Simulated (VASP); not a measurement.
# TiB6 (F-43m) in VASP: notebook

TiB6 is run at these levels: PBE; tasks: single point, relaxation of cell and atoms.

Program: VASP 6.6.1. These are calculated values, not measurements. Logs are shortened: lines on timing, memory, paths and dates and some standing lists are left out, and cuts for length are marked.

## (1) The cell of the first run

The structure is cubic, space group F-43m (No. 216). The conventional cell has a = 6.152 Å, b = 6.152 Å, c = 6.152 Å, α = 90.00°, β = 90.00°, γ = 90.00°. Within 2.9 Å of Ti (site symmetry -43m) lie 12 B at 2.18 Å. Within 2.6 Å of B (site symmetry 2mm) lie 8 B at 1.93 to 2.42 Å and 2 Ti at 2.18 Å.

## (2) Single point, PBE

The input, INCAR:

```
PREC     = Accurate       # precision mode
ENCUT    = 520            # plane-wave cutoff, eV
EDIFF    = 1E-7           # SCF threshold, eV
ISMEAR   = 0              # smearing method
SIGMA    = 0.1            # smearing width, eV
LREAL    = False          # projectors in reciprocal space
LASPH    = True           # aspherical terms in the spheres
NELM     = 100            # most SCF steps
ALGO     = Normal         # electronic algorithm
ISIF     = 2              # what is computed and relaxed
LWAVE    = False          # write WAVECAR
LCHARG   = False          # write CHGCAR
GGA      = PE             # functional
NBANDS   = 24             # bands
```

The input, KPOINTS:

```
regular mesh
0
Gamma
  6 6 6
```

The input, POSCAR:

```
TiB6
1.0
    0.0000000000      3.0761692429      3.0761692429
    3.0761692429      0.0000000000      3.0761692429
    3.0761692429      3.0761692429      0.0000000000
Ti B
1 6
Direct
    0.5000000000      0.5000000000      0.5000000000
    0.5276871690      0.9723128310      0.9723128310
    0.9723128310      0.5276871690      0.5276871690
    0.9723128310      0.5276871690      0.9723128310
    0.5276871690      0.9723128310      0.5276871690
    0.9723128310      0.9723128310      0.5276871690
    0.5276871690      0.5276871690      0.9723128310
```

Potentials or basis: VASP PAW PBE potentials, release 64 (Ti_sv, B).

On the command line:

```sh
$ cat potpaw_PBE.64/Ti_sv/POTCAR potpaw_PBE.64/B/POTCAR > POTCAR
$ mpirun -np 1 vasp_std > vasp.out
```

OUTCAR:

```text
PREC = Accurate
   ENCUT = 520
   EDIFF = 1E-7
   ISMEAR = 0
   LREAL = False
   LASPH = True
   NELM = 100
   ISIF = 2
   GGA = PE

 ion  position               nearest neighbor table
   1  0.500  0.500  0.500-   3 2.18   5 2.18   7 2.18   2 2.18   4 2.18   7 2.18   2 2.18   5 2.18
                             6 2.18   3 2.18   4 2.18   6 2.18
   2  0.528  0.972  0.972-   4 1.93   5 1.93   6 1.93   7 1.93   1 2.18   1 2.18
   3  0.972  0.528  0.528-   4 1.93   5 1.93   6 1.93   7 1.93   1 2.18   1 2.18
   4  0.972  0.528  0.972-   2 1.93   3 1.93   6 1.93   7 1.93   1 2.18   1 2.18
   5  0.528  0.972  0.528-   2 1.93   3 1.93   6 1.93   7 1.93   1 2.18   1 2.18
   6  0.972  0.972  0.528-   2 1.93   3 1.93   4 1.93   5 1.93   1 2.18   1 2.18
   7  0.528  0.528  0.972-   2 1.93   3 1.93   4 1.93   5 1.93   1 2.18   1 2.18

  LATTYP: Found a face centered cubic cell.
 ALAT       =     6.1523384858

  Lattice vectors:

 A1 = (   0.0000000000,   3.0761692429,   3.0761692429)
 A2 = (   3.0761692429,   0.0000000000,   3.0761692429)
 A3 = (   3.0761692429,   3.0761692429,   0.0000000000)

Analysis of symmetry for initial positions (statically):
=====================================================================
 Subroutine PRICEL returns:
 Original cell was already a primitive cell.

 Routine SETGRP: Setting up the symmetry group for a
 face centered cubic supercell.

 Subroutine GETGRP returns: Found 24 space group operations
 (whereof 24 operations were pure point group operations)
 out of a pool of 48 trial point group operations.

The static configuration has the point symmetry T_d .

Analysis of symmetry for dynamics (positions and initial velocities):
=====================================================================
 Subroutine PRICEL returns:
 Original cell was already a primitive cell.

 Routine SETGRP: Setting up the symmetry group for a
 face centered cubic supercell.

 Subroutine GETGRP returns: Found 24 space group operations
 (whereof 24 operations were pure point group operations)
 out of a pool of 48 trial point group operations.

The dynamic configuration has the point symmetry T_d .

 Subroutine INISYM returns: Found 24 space group operations
 (whereof 24 operations are pure point group operations),
 and found     1 'primitive' translations

----------------------------------------------------------------------------------------

                                     Primitive cell

  volume of cell :      58.2185

  direct lattice vectors                    reciprocal lattice vectors
     0.000000000  3.076169243  3.076169243    -0.162539822  0.162539822  0.162539822
     3.076169243  0.000000000  3.076169243     0.162539822 -0.162539822  0.162539822
     3.076169243  3.076169243  0.000000000     0.162539822  0.162539822 -0.162539822

  length of vectors
     4.350360263  4.350360263  4.350360263     0.281527229  0.281527229  0.281527229

  position of ions in fractional coordinates (direct lattice)
     0.500000000  0.500000000  0.500000000
     0.527687169  0.972312831  0.972312831
     0.972312831  0.527687169  0.527687169
     0.972312831  0.527687169  0.972312831
     0.527687169  0.972312831  0.527687169
     0.972312831  0.972312831  0.527687169
     0.527687169  0.527687169  0.972312831

  ion indices of the primitive-cell ions
   primitive index   ion index
                 1           1
                 2           2
                 3           3
                 4           4
                 5           5
                 6           6
                 7           7

----------------------------------------------------------------------------------------

 KPOINTS: regular mesh

Automatic generation of k-mesh.
 Grid dimensions read from file:
 generate k-points for:    6    6    6

 Generating k-lattice:

  Cartesian coordinates                     Fractional coordinates (reciprocal lattice)
    -0.027089970  0.027089970  0.027089970     0.166666667  0.000000000  0.000000000
     0.027089970 -0.027089970  0.027089970     0.000000000  0.166666667  0.000000000
     0.027089970  0.027089970 -0.027089970     0.000000000  0.000000000  0.166666667

  Length of vectors
     0.046921205  0.046921205  0.046921205

  Shift w.r.t. Gamma in fractional coordinates (k-lattice)
     0.000000000  0.000000000  0.000000000

 Subroutine IBZKPT returns following result:
 ===========================================

 Found     16 irreducible k-points:

 Following reciprocal coordinates:
            Coordinates               Weight
  0.000000  0.000000  0.000000      1.000000
  0.166667  0.000000  0.000000      8.000000
  0.333333  0.000000  0.000000      8.000000
  0.500000  0.000000  0.000000      4.000000
  0.166667  0.166667  0.000000      6.000000
  0.333333  0.166667  0.000000     24.000000
[... 8 lines left out ...]
 -0.333333  0.333333  0.166667     24.000000
 -0.333333  0.500000  0.166667     12.000000
   k-points           NKPTS =     16   k-points in BZ     NKDIM =     16   number of bands    NBANDS=     24
   number of dos      NEDOS =    301   number of ions     NIONS =      7
   total plane-waves  NPLWV =  32768
   dimension x,y,z NGX =    32 NGY =   32 NGZ =   32
   dimension x,y,z NGXF=    64 NGYF=   64 NGZF=   64
   ions per type =               1   6
   NGX,Y,Z   is equivalent  to a cutoff of  12.23, 12.23, 12.23 a.u.
   NGXF,Y,Z  is equivalent  to a cutoff of  24.46, 24.46, 24.46 a.u.
 SYSTEM =  unknown system
   PREC   = accura    normal or accurate (medium, high low for compatibility)
   ISTART =      0    job   : 0-new  1-cont  2-samecut
   ICHARG =      2    charge: 1-file 2-atom 10-const
   ISPIN  =      1    spin polarized calculation?
   LNONCOLLINEAR =      F non collinear calculations
   LSORBIT =      F    spin-orbit coupling
   LASPH  =      T    aspherical Exc in radial PAW
   ENCUT  =  520.0 eV  38.22 Ry    6.18 a.u.   8.09  8.09  8.09*2*pi/ulx,y,z
   NELM   =    100;   NELMIN=  2; NELMDL= -5     # of ELM steps
   EDIFF  = 0.1E-06   stopping-criterion for ELM
   LREAL  =      F    real-space projection
   EDIFFG = 0.1E-05   stopping-criterion for IOM
   NSW    =      0    number of steps for IOM
   IBRION =     -1    ionic relax: 0-MD 1-quasi-New 2-CG
   NFREE  =      0    steps in history (QN), initial steepest desc. (CG)
   ISIF   =      2    stress and relaxation
   ISYM   =      2    0-nonsym 1-usesym 2-fastsym
   POTIM  = 0.5000    time-step for ionic-motion
   TEBEG  =    0.0;   TEEND  =   0.0 temperature during run
   PSTRESS=    0.0 pullay stress
   NELECT =      30.0000    total number of electrons
   NUPDOWN=      -1.0000    fix difference up-down
   EMIN   =  10.00;   EMAX   =-10.00  energy-range for DOS
   EFERMI =   0.00;   METHOD = LEGACY
   ISMEAR =     0;   SIGMA  =   0.10  broadening in eV -4-tet -1-fermi 0-gaus
   EFERMI_NEDOS =   21; number of points for ismear=-14 and -15
   IALGO  =     38    algorithm
   IMIX   =      4    mixing-type and parameters
     AMIX     =   0.40;   BMIX     =  1.00
     AMIX_MAG =   1.60;   BMIX_MAG =  1.00
  volume/ion in A,a.u.               =       8.32        56.13
  Fermi-wavevector in a.u.,A,eV,Ry     =   1.312487  2.480241 23.437698  1.722622
  Thomas-Fermi vector in A             =   2.442876
   LORBIT       =      0    0 simple, 1 ext, 2 COOP (PROOUT), +10 PAW based schemes
   GGA     = PE    functional components
   LHFCALC =     F    Hartree Fock is set to
   AEXX    =    0.0000 exact exchange contribution
   IVDW    =     0    specifies the selected vdW correction
   LEPSILON=     F    determine dielectric tensor
   LRPA    =     F    only Hartree local field effects (RPA)
 non-spin polarized calculation
 Gauss-broadening in eV      SIGMA  =   0.10
  energy-cutoff  :      520.00
  volume of cell :       58.22
 maximum number of plane-waves:      1588
   NGX = 17   NGY = 17   NGZ = 17

 number of electron      29.9999994 magnetization

 Free energy of the ion-electron system (eV)
  ---------------------------------------------------
  ext. energy  EPLUGINS =         0.00000000
  ---------------------------------------------------
  free energy    TOTEN  =       -43.44275198 eV

  energy without entropy =      -43.43560266  energy(sigma->0) =      -43.43917732

 E-fermi :   7.2601     XC(G=0): -11.9624

 val. band max:        7.1641835927   @ k =  -0.3333   0.3333   0.1667
 cond. band min:       7.2704378645   @ k =  -0.3333   0.5000   0.1667
 fundamental gap:      0.1062542718
 Fermi energy:         7.2600815885

 k-point     1 :       0.0000    0.0000    0.0000
  band No.  band energies     occupation
      1     -48.1652      2.00000
      2     -24.6539      2.00000
      3     -24.6539      2.00000
      4     -24.6539      2.00000
      5      -7.3160      2.00000
      6      -0.0945      2.00000
[... 16 lines left out ...]
     23      13.4302      0.00000
     24      13.4302      0.00000

 k-point     2 :       0.1667    0.0000    0.0000
  band No.  band energies     occupation
      1     -48.1653      2.00000
      2     -24.6560      2.00000
      3     -24.6536      2.00000
      4     -24.6536      2.00000
      5      -7.0959      2.00000
      6      -1.2256      2.00000
[... 16 lines left out ...]
     23      13.6463      0.00000
     24      14.3472      0.00000

 k-point     3 :       0.3333    0.0000    0.0000
  band No.  band energies     occupation
      1     -48.1653      2.00000
      2     -24.6601      2.00000
      3     -24.6531      2.00000
      4     -24.6531      2.00000
      5      -6.5481      2.00000
      6      -2.5175      2.00000
[... 16 lines left out ...]
     23      14.2091      0.00000
     24      14.3317      0.00000
[... 298 lines left out ...]
 k-point    15 :      -0.3333    0.3333    0.1667
  band No.  band energies     occupation
      1     -48.1654      2.00000
      2     -24.6591      2.00000
      3     -24.6564      2.00000
      4     -24.6535      2.00000
      5      -5.8916      2.00000
      6      -2.4697      2.00000
[... 16 lines left out ...]
     23      13.5739      0.00000
     24      13.9723      0.00000

 k-point    16 :      -0.3333    0.5000    0.1667
  band No.  band energies     occupation
      1     -48.1654      2.00000
      2     -24.6594      2.00000
      3     -24.6558      2.00000
      4     -24.6541      2.00000
      5      -5.7851      2.00000
      6      -2.2498      2.00000
[... 16 lines left out ...]
     23      13.5734      0.00000
     24      13.9102      0.00000

------------------------ aborting loop because EDIFF is reached ----------------------------------------

  FORCE on cell =-STRESS in cart. coord.  units (eV):
  Direction    XX          YY          ZZ          XY          YZ          ZX
  --------------------------------------------------------------------------------------
  -------------------------------------------------------------------------------------
  Total       -0.0303505     -0.0303505     -0.0303505     -0.0000000     -0.0000000      0.0000000
  in kB       -0.8352482     -0.8352482     -0.8352482     -0.0000000     -0.0000000      0.0000000
  external PRESSURE =      -0.8352482 kB  Pullay stress =       0.0000000 kB

 VOLUME and BASIS-vectors are now :
 -----------------------------------------------------------------------------
  energy-cutoff  :      520.00
  volume of cell :       58.22
      direct lattice vectors                 reciprocal lattice vectors
     0.000000000  3.076169243  3.076169243    -0.162539822  0.162539822  0.162539822
     3.076169243  0.000000000  3.076169243     0.162539822 -0.162539822  0.162539822
     3.076169243  3.076169243  0.000000000     0.162539822  0.162539822 -0.162539822

 POSITION                                       TOTAL-FORCE (eV/Angst)
 -----------------------------------------------------------------------------------
      3.07617      3.07617      3.07617         0.000000      0.000000     -0.000000
      5.98200      4.61425      4.61425         0.005105      0.000000     -0.000000
      3.24651      4.61425      4.61425        -0.005105      0.000000     -0.000000
      4.61425      5.98200      4.61425         0.000000      0.005105     -0.000000
      4.61425      3.24651      4.61425         0.000000     -0.005105     -0.000000
      4.61425      4.61425      5.98200         0.000000      0.000000      0.005105
      4.61425      4.61425      3.24651         0.000000      0.000000     -0.005105
 -----------------------------------------------------------------------------------
    total drift:                               -0.000000     -0.000000     -0.000000

  FREE ENERGIE OF THE ION-ELECTRON SYSTEM (eV)
  ---------------------------------------------------
  free  energy   TOTEN  =       -43.4427519816 eV

  energy  without entropy=      -43.4356026617  energy(sigma->0) =      -43.43917732
```

It took 14 s on 1 thread of Intel Xeon 6975P-C (Granite Rapids), shared host; peak memory 0.17 GiB.

Results:

* Free energy: -43.4428 eV
* Pressure: -0.1 GPa
* Largest force: 0.005 eV/Å
* Band gap on the k mesh: zero (band 15 reaches 7.92 eV, above the bottom of band 16 at 5.44 eV)

Forces in eV/Å, atoms in the order of the input:
```
Ti   0.000  0.000  0.000
B    0.005  0.000  0.000
B   -0.005  0.000  0.000
B    0.000  0.005  0.000
B    0.000 -0.005  0.000
B    0.000  0.000  0.005
B    0.000  0.000 -0.005
```

Levels at points of the mesh, in eV from the Fermi level:
```tsv
k point	band 11	band 12	band 13	band 14	band 15	band 16	band 17	band 18	band 19	band 20
(0.00, 0.00, 0.00)	-4.04	-4.04	-2.19	-2.19	-2.19	-1.82	-1.82	5.09	5.09	5.09
(0.50, 0.00, 0.00)	-4.32	-4.32	-2.25	-2.25	0.66	0.78	0.78	3.48	3.48	4.03
(0.50, 0.50, 0.00)	-2.94	-2.94	-1.17	0.24	0.24	1.08	1.74	3.15	3.41	3.41
```

## (3) Single point, PBE

This run uses another cell than the first one, of 9.08 Å³/atom, 1.092 times its volume.

The input, INCAR:

```
SYSTEM = TiB6
PREC = Accurate
ENCUT = 520
EDIFF = 1E-6
ISMEAR = 0
SIGMA = 0.1
LREAL = .False.
LASPH = .True.
NELM = 100
ALGO = Normal
ISIF = 2
LWAVE = .False.
LCHARG = .True.
GGA = PE
LELF = .True.
LVHAR = .True.
NBANDS = 24
```

The input, KPOINTS:

```
regular mesh
0
Gamma
  6 6 6
  0 0 0
```

The input, POSCAR:

```
TiB6
1.0
    0.0000000000      3.1678818200      3.1678818200
    3.1678818200      0.0000000000      3.1678818200
    3.1678818200      3.1678818200      0.0000000000
Ti B
1 6
Direct
    0.5000000000      0.5000000000      0.5000000000
    0.6065744600      0.8934255400      0.8934255400
    0.8934255400      0.6065744600      0.6065744600
    0.8934255400      0.6065744600      0.8934255400
    0.6065744600      0.8934255400      0.6065744600
    0.8934255400      0.8934255400      0.6065744600
    0.6065744600      0.6065744600      0.8934255400
```

Potentials or basis: VASP PAW PBE potentials, release 64 (Ti_sv, B).

On the command line:

```sh
$ cat potpaw_PBE.64/Ti_sv/POTCAR potpaw_PBE.64/B/POTCAR > POTCAR
$ mpirun -np 1 vasp_std > vasp.out
```

It took 22 s on 1 thread of Intel Xeon 6975P-C (Granite Rapids), shared host; peak memory 0.19 GiB.

It converged, with:

```yaml
Free_energy: -17.7148 eV
Pressure: 164.0 GPa
Largest_force: 35.965 eV/Å
Band_gap_on_the_k_mesh: zero (band 15 reaches 5.46 eV, above the bottom of band 16 at 4.97 eV)
```

Forces on the atoms (eV/Å):
```
Ti    0.000   0.000   0.000
B    35.965   0.000   0.000
B   -35.965   0.000   0.000
B     0.000  35.965   0.000
B     0.000 -35.965   0.000
B     0.000   0.000  35.965
B     0.000   0.000 -35.965
```

Levels at points of the mesh, in eV from the Fermi level:
| k point | band 11 | band 12 | band 13 | band 14 | band 15 | band 16 | band 17 | band 18 | band 19 | band 20 |
| --- | --- | --- | --- | --- | --- | --- | --- | --- | --- | --- |
| (0.00, 0.00, 0.00) | -5.59 | -5.59 | -1.03 | -1.03 | -0.26 | -0.26 | -0.26 | 5.09 | 5.09 | 5.09 |
| (0.50, 0.00, 0.00) | -5.38 | -5.13 | -2.21 | -0.92 | -0.92 | 0.91 | 0.91 | 2.70 | 2.70 | 2.88 |
| (0.50, 0.50, 0.00) | -4.96 | -4.96 | -2.93 | -0.42 | 0.23 | 0.35 | 0.35 | 2.73 | 2.73 | 3.01 |

Caveat: forces of over 1 eV/Å act on the atoms, so gaps and moduli don't describe the material at rest.

[end of part 1 of 2]
